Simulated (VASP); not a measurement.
# Tl (P6_3/mmc) in VASP: further runs

Tl is run at these levels: PBEsol; tasks: single point.

Program: VASP 6.6.1. These are calculated values, not measurements. Logs are shortened: lines on timing, memory, paths and dates and some standing lists are left out, and cuts for length are marked.

### 1 The cell of the first run

Symmetry: P6_3/mmc, No. 194, hexagonal system. The conventional cell has a = 3.400 Å, b = 3.400 Å, c = 5.708 Å, α = 90.00°, β = 90.00°, γ = 120.00°. Within 4.5 Å of Tl (site symmetry -6m2) lie 12 Tl at 3.40 to 3.46 Å.

### 2 Single point, PBEsol

INCAR reads:

```
SYSTEM = Tl
ALGO = Fast
EDIFF = 1E-7
ENCUT = 520
GGA = PS
ISIF = 2
ISMEAR = 0
LASPH = .TRUE.
LCHARG = .TRUE.
LELF = .TRUE.
LREAL = .FALSE.
LVHAR = .TRUE.
LWAVE = .FALSE.
NBANDS = 20
NELM = 100
PREC = Accurate
SIGMA = 0.15
```

KPOINTS reads:

```
k-points
0
G
  18 18 10
  0 0 0
```

POSCAR reads:

```
Tl
1.0
    3.4002466984      0.0000000000      0.0000000000
   -1.7001233492      2.9447000199      0.0000000000
    0.0000000000      0.0000000000      5.7076650867
Tl
2
Direct
    0.3333333333      0.6666666667      0.2500000000
    0.6666666667      0.3333333333      0.7500000000
```

Potentials or basis: VASP PAW PBE potentials, release 64 (Tl_d).

Started as:

```
$ cat potpaw_PBE.64/Tl_d/POTCAR > POTCAR
$ mpirun -np 1 vasp_std > vasp.out
```

OUTCAR:

```text
SYSTEM = Tl
   EDIFF = 1E-7
   ENCUT = 520
   GGA = PS
   ISIF = 2
   ISMEAR = 0
   LASPH = .TRUE.
   LREAL = .FALSE.
   NELM = 100
   PREC = Accurate

 ion  position               nearest neighbor table
   1  0.333  0.667  0.250-   2 3.46   2 3.46   2 3.46   2 3.46   2 3.46   2 3.46
   2  0.667  0.333  0.750-   1 3.46   1 3.46   1 3.46   1 3.46   1 3.46   1 3.46

  LATTYP: Found a hexagonal cell.
 ALAT       =     3.4002466984
 C/A-ratio  =     1.6786032288

  Lattice vectors:

 A1 = (   3.4002466984,   0.0000000000,   0.0000000000)
 A2 = (  -1.7001233492,   2.9447000199,   0.0000000000)
 A3 = (   0.0000000000,   0.0000000000,   5.7076650867)

Analysis of symmetry for initial positions (statically):
=====================================================================
 Subroutine PRICEL returns:
 Original cell was already a primitive cell.

 Routine SETGRP: Setting up the symmetry group for a
 hexagonal supercell.

 Subroutine GETGRP returns: Found 24 space group operations
 (whereof 12 operations were pure point group operations)
 out of a pool of 24 trial point group operations.

The static configuration has the point symmetry D_3d.
 The point group associated with its full space group is D_6h.

Analysis of symmetry for dynamics (positions and initial velocities):
=====================================================================
 Subroutine PRICEL returns:
 Original cell was already a primitive cell.

 Routine SETGRP: Setting up the symmetry group for a
 hexagonal supercell.

 Subroutine GETGRP returns: Found 24 space group operations
 (whereof 12 operations were pure point group operations)
 out of a pool of 24 trial point group operations.

The dynamic configuration has the point symmetry D_3d.
 The point group associated with its full space group is D_6h.

 Subroutine INISYM returns: Found 24 space group operations
 (whereof 12 operations are pure point group operations),
 and found     1 'primitive' translations

----------------------------------------------------------------------------------------

                                     Primitive cell

  volume of cell :      57.1492

  direct lattice vectors                    reciprocal lattice vectors
     3.400246698  0.000000000  0.000000000     0.294096308  0.169796583  0.000000000
    -1.700123349  2.944700020  0.000000000     0.000000000  0.339593165  0.000000000
     0.000000000  0.000000000  5.707665087     0.000000000  0.000000000  0.175202992

  length of vectors
     3.400246698  3.400246698  5.707665087     0.339593165  0.339593165  0.175202992

  position of ions in fractional coordinates (direct lattice)
     0.333333333  0.666666667  0.250000000
     0.666666667  0.333333333  0.750000000

  ion indices of the primitive-cell ions
   primitive index   ion index
                 1           1
                 2           2

----------------------------------------------------------------------------------------

 KPOINTS: k-points

Automatic generation of k-mesh.
 Grid dimensions read from file:
 generate k-points for:   18   18   10

 Generating k-lattice:

  Cartesian coordinates                     Fractional coordinates (reciprocal lattice)
     0.016338684  0.009433143  0.000000000     0.055555556  0.000000000  0.000000000
     0.000000000  0.018866287  0.000000000     0.000000000  0.055555556  0.000000000
     0.000000000  0.000000000  0.017520299     0.000000000  0.000000000  0.100000000

  Length of vectors
     0.018866287  0.018866287  0.017520299

  Shift w.r.t. Gamma in fractional coordinates (k-lattice)
     0.000000000  0.000000000  0.000000000

 Subroutine IBZKPT returns following result:
 ===========================================

 Found    222 irreducible k-points:

 Following reciprocal coordinates:
            Coordinates               Weight
  0.000000  0.000000  0.000000      1.000000
  0.055556 -0.000000  0.000000      6.000000
  0.111111 -0.000000  0.000000      6.000000
  0.166667 -0.000000  0.000000      6.000000
  0.222222 -0.000000  0.000000      6.000000
  0.277778  0.000000  0.000000      6.000000
[... 16 lines left out ...]
  0.333333  0.111111  0.000000     12.000000
  0.388889  0.111111  0.000000     12.000000
 [... further k-points ...]
   k-points           NKPTS =    222   k-points in BZ     NKDIM =    222   number of bands    NBANDS=     20
   number of dos      NEDOS =    301   number of ions     NIONS =      2
   total plane-waves  NPLWV =  32928
   dimension x,y,z NGX =    28 NGY =   28 NGZ =   42
   dimension x,y,z NGXF=    56 NGYF=   56 NGZF=   84
   ions per type =               2
   NGX,Y,Z   is equivalent  to a cutoff of  13.69, 13.69, 12.23 a.u.
   NGXF,Y,Z  is equivalent  to a cutoff of  27.38, 27.38, 24.47 a.u.
 SYSTEM =  Tl
   PREC   = accura    normal or accurate (medium, high low for compatibility)
   ISTART =      0    job   : 0-new  1-cont  2-samecut
   ICHARG =      2    charge: 1-file 2-atom 10-const
   ISPIN  =      1    spin polarized calculation?
   LNONCOLLINEAR =      F non collinear calculations
   LSORBIT =      F    spin-orbit coupling
   LASPH  =      T    aspherical Exc in radial PAW
   ENCUT  =  520.0 eV  38.22 Ry    6.18 a.u.   6.32  6.32 10.61*2*pi/ulx,y,z
   NELM   =    100;   NELMIN=  2; NELMDL= -5     # of ELM steps
   EDIFF  = 0.1E-06   stopping-criterion for ELM
   LREAL  =      F    real-space projection
   EDIFFG = 0.1E-05   stopping-criterion for IOM
   NSW    =      0    number of steps for IOM
   IBRION =     -1    ionic relax: 0-MD 1-quasi-New 2-CG
   NFREE  =      0    steps in history (QN), initial steepest desc. (CG)
   ISIF   =      2    stress and relaxation
   ISYM   =      2    0-nonsym 1-usesym 2-fastsym
   POTIM  = 0.5000    time-step for ionic-motion
   TEBEG  =    0.0;   TEEND  =   0.0 temperature during run
   PSTRESS=    0.0 pullay stress
   NELECT =      26.0000    total number of electrons
   NUPDOWN=      -1.0000    fix difference up-down
   EMIN   =  10.00;   EMAX   =-10.00  energy-range for DOS
   EFERMI =   0.00;   METHOD = LEGACY
   ISMEAR =     0;   SIGMA  =   0.15  broadening in eV -4-tet -1-fermi 0-gaus
   EFERMI_NEDOS =   21; number of points for ismear=-14 and -15
   IALGO  =     68    algorithm
   IMIX   =      4    mixing-type and parameters
     AMIX     =   0.40;   BMIX     =  1.00
     AMIX_MAG =   1.60;   BMIX_MAG =  1.00
  volume/ion in A,a.u.               =      28.57       192.83
  Fermi-wavevector in a.u.,A,eV,Ry     =   1.259107  2.379367 21.570001  1.585350
  Thomas-Fermi vector in A             =   2.392683
   LORBIT       =      0    0 simple, 1 ext, 2 COOP (PROOUT), +10 PAW based schemes
   GGA     = PS    functional components
   LHFCALC =     F    Hartree Fock is set to
   AEXX    =    0.0000 exact exchange contribution
   IVDW    =     0    specifies the selected vdW correction
   LEPSILON=     F    determine dielectric tensor
   LRPA    =     F    only Hartree local field effects (RPA)
 non-spin polarized calculation
 RMM-DIIS sequential band-by-band and
 Gauss-broadening in eV      SIGMA  =   0.15
  energy-cutoff  :      520.00
  volume of cell :       57.15
 maximum number of plane-waves:      1563
 NGX is ok and might be reduce to    28
   NGX = 13   NGY = 13   NGZ = 21

 number of electron      26.0000000 magnetization

 Free energy of the ion-electron system (eV)
  ---------------------------------------------------
  ext. energy  EPLUGINS =         0.00000000
  ---------------------------------------------------
  free energy    TOTEN  =        -5.25663641 eV

  energy without entropy =       -5.24612140  energy(sigma->0) =       -5.25137891

 E-fermi :   6.3994     XC(G=0): -10.3707

 val. band max:        6.3913108183   @ k =   0.3333   0.2778   0.2000
 cond. band min:       6.4260302860   @ k =   0.2222   0.1667   0.2000
 fundamental gap:      0.0347194677
 Fermi energy:         6.3994363197

 k-point     1 :       0.0000    0.0000    0.0000
  band No.  band energies     occupation
      1      -5.3740      2.00000
      2      -5.1839      2.00000
      3      -5.1176      2.00000
      4      -5.1176      2.00000
      5      -5.0724      2.00000
      6      -5.0724      2.00000
[... 12 lines left out ...]
     19      16.9766      0.00000
     20      17.6476      0.00000

 k-point     2 :       0.0556   -0.0000    0.0000
  band No.  band energies     occupation
      1      -5.3602      2.00000
      2      -5.1842      2.00000
      3      -5.1130      2.00000
      4      -5.1027      2.00000
      5      -5.0747      2.00000
      6      -5.0583      2.00000
[... 12 lines left out ...]
     19      17.5711      0.00000
     20      17.9852      0.00000

 k-point     3 :       0.1111   -0.0000    0.0000
  band No.  band energies     occupation
      1      -5.3288      2.00000
      2      -5.1877      2.00000
      3      -5.1017      2.00000
      4      -5.0709      2.00000
      5      -5.0593      2.00000
      6      -5.0174      2.00000
[... 12 lines left out ...]
     19      17.2495      0.00000
     20      18.4194      0.00000

 k-point     4 :       0.1667   -0.0000    0.0000
  band No.  band energies     occupation
      1      -5.3161      2.00000
      2      -5.1716      2.00000
      3      -5.1168      2.00000
      4      -5.0254      2.00000
      5      -5.0135      2.00000
      6      -4.9921      2.00000
[... 12 lines left out ...]
     19      16.9977      0.00000
     20      17.7437      0.00000

 k-point     5 :       0.2222   -0.0000    0.0000
  band No.  band energies     occupation
      1      -5.3434      2.00000
      2      -5.1623      2.00000
      3      -5.1039      2.00000
      4      -5.0743      2.00000
      5      -5.0079      2.00000
      6      -4.9560      2.00000
[... 12 lines left out ...]
     19      16.4698      0.00000
     20      17.6160      0.00000
[... 353 lines left out ...]
      6      -4.9219      2.00000
[... 12 lines left out ...]
     19      16.0714      0.00000
     20      17.1141      0.00000

 k-point    22 :       0.2778    0.1111    0.0000
  band No.  band energies     occupation
      1      -5.3679      2.00000
      2      -5.2174      2.00000
      3      -5.1942      2.00000
      4      -5.0813      2.00000
      5      -5.0091      2.00000
      6      -4.9069      2.00000
[... 12 lines left out ...]
     19      15.6726      0.00000
     20      16.8945      0.00000

 k-point    23 :       0.3333    0.1111    0.0000
  band No.  band energies     occupation
      1      -5.4024      2.00000
      2      -5.2708      2.00000
      3      -5.2135      2.00000
      4      -5.0919      2.00000
      5      -4.9620      2.00000
      6      -4.9404      2.00000
[... 12 lines left out ...]
     19      15.3967      0.00000
     20      16.7268      0.00000

 k-point    24 :       0.3889    0.1111    0.0000
  band No.  band energies     occupation
      1      -5.4248      2.00000
      2      -5.3053      2.00000
      3      -5.2286      2.00000
      4      -5.0967      2.00000
      5      -4.9636      2.00000
      6      -4.9301      2.00000
[... 12 lines left out ...]
     19      15.2327      0.00000
     20      16.6237      0.00000

 [... further k-points ...]
[... 5 lines left out ...]
  --------------------------------------------------------------------------------------
  -------------------------------------------------------------------------------------
  Total        0.1419767      0.1419767     -0.3776105      0.0000000      0.0000000      0.0000000
  in kB        3.9803171      3.9803171    -10.5863122      0.0000000      0.0000000      0.0000000
  external PRESSURE =      -0.8752260 kB  Pullay stress =       0.0000000 kB

 VOLUME and BASIS-vectors are now :
 -----------------------------------------------------------------------------
  energy-cutoff  :      520.00
  volume of cell :       57.15
      direct lattice vectors                 reciprocal lattice vectors
     3.400246698  0.000000000  0.000000000     0.294096308  0.169796583  0.000000000
    -1.700123349  2.944700020  0.000000000     0.000000000  0.339593165  0.000000000
     0.000000000  0.000000000  5.707665087     0.000000000  0.000000000  0.175202992

 POSITION                                       TOTAL-FORCE (eV/Angst)
 -----------------------------------------------------------------------------------
     -0.00000      1.96313      1.42692         0.000000     -0.000000      0.000000
      1.70012      0.98157      4.28075        -0.000000      0.000000      0.000000
 -----------------------------------------------------------------------------------
    total drift:                                0.000000     -0.000000      0.000000

  FREE ENERGIE OF THE ION-ELECTRON SYSTEM (eV)
  ---------------------------------------------------
  free  energy   TOTEN  =        -5.2566364127 eV

  energy  without entropy=       -5.2461214032  energy(sigma->0) =       -5.25137891
```

It took 87 s on 1 thread of Intel Xeon 6975P-C (Granite Rapids), shared host; peak memory 0.32 GiB.

What came out:

| Item | Value |
| --- | --- |
| Free energy | -5.2566 eV |
| Pressure | -0.1 GPa |
| Band gap on the k mesh | zero (band 13 reaches 9.42 eV, above the bottom of band 14 at 4.09 eV) |

Stress tensor (GPa, compression positive):
```
 0.40  0.00  0.00
 0.00  0.40  0.00
 0.00  0.00 -1.06
```

Caveat: the PAW data sets were made with another functional, which shifts forces and pressure a little; spin-orbit coupling is left out, which moves the levels of the heavy elements.

(Continued in part 2 of 2.)
